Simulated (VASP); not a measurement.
Wanted: the native input for a VASP 6.6.1 run.

| Item | Value |
| --- | --- |
| Task | single point |
| Functional | PBE-based screened hybrid with 25 % exact exchange |
| Potentials or basis | VASP PAW PBE potentials, release 64 (Al, As) |
| Cutoff | 400 eV |
| k mesh | 3 × 3 × 3 |
| Occupations | gaussian, width 0.01 eV |
| Spin | no spin polarisation |
| Dipole correction | no |
| Grid for exact exchange (PRECFOCK) | Normal |
| Share of exact exchange | 0.25 |
| Further INCAR settings | ALGO = Normal; EDIFF = 1e-06; NBANDS = 11 |
| Screening parameter | 0.20787 1/Å |

Crystal: AlAs.

```
Al As
1.0
     0.00000    2.83040    2.83040
     2.83040    0.00000    2.83040
     2.83040    2.83040    0.00000
Al As
1 1
Direct
  0.00000 0.00000 0.00000
  0.25000 0.25000 0.25000
```

These files were run (other wordings do the same):

POSCAR

```
AlAs
1.0
    0.0000000000      2.8304000000      2.8304000000
    2.8304000000      0.0000000000      2.8304000000
    2.8304000000      2.8304000000      0.0000000000
Al As
1 1
Direct
    0.0000000000      0.0000000000      0.0000000000
    0.2500000000      0.2500000000      0.2500000000
```

INCAR.step1

```
PREC = Accurate ; ENCUT = 400
EDIFF = 1E-5 ; ISMEAR = 0
SIGMA = 0.01 ; LREAL = F
LASPH = T ; NELM = 120
ALGO = Normal ; ISIF = 2
LWAVE = T ; NBANDS = 11
GGA = PE ; GGA_COMPAT = F
```

INCAR.step2

```
PREC = Accurate ; ENCUT = 400
EDIFF = 1E-6 ; ISMEAR = 0
SIGMA = 0.01 ; LREAL = F
LASPH = T ; NELM = 120
ALGO = Normal ; ISIF = 2
LWAVE = F ; LCHARG = T
GGA = PE ; LHFCALC = T
AEXX = 0.25 ; HFSCREEN = 0.20786987370883472
PRECFOCK = Normal ; LELF = T
LVHAR = T ; NBANDS = 11
ISTART = 1 ; GGA_COMPAT = F
```

KPOINTS

```
regular mesh
0
Gamma
  3 3 3
```

Potentials or basis: VASP PAW PBE potentials, release 64 (Al, As).

Command:

```sh
$ cat potpaw_PBE.64/Al/POTCAR potpaw_PBE.64/As/POTCAR > POTCAR
$ cp INCAR.step1 INCAR
$ mpirun -np 1 vasp_std > vasp.out
$ cp INCAR.step2 INCAR
$ mpirun -np 1 vasp_std > vasp.out
```

It gave:

* Pressure: 1.7 GPa
* Band gap on the k mesh: 2.72 eV (least direct gap 3.05 eV)

Caveat: the k points lie up to 0.64 Å⁻¹ apart; the PAW data sets were made with another functional, which shifts forces and pressure a little; an odd mesh through Γ misses points on the zone boundary, where band edges can lie.

Run time: 16 s on 1 thread of Intel(R) Xeon(R) 6975P-C (Granite Rapids), with other jobs on the host, peak memory 0.25 GiB.
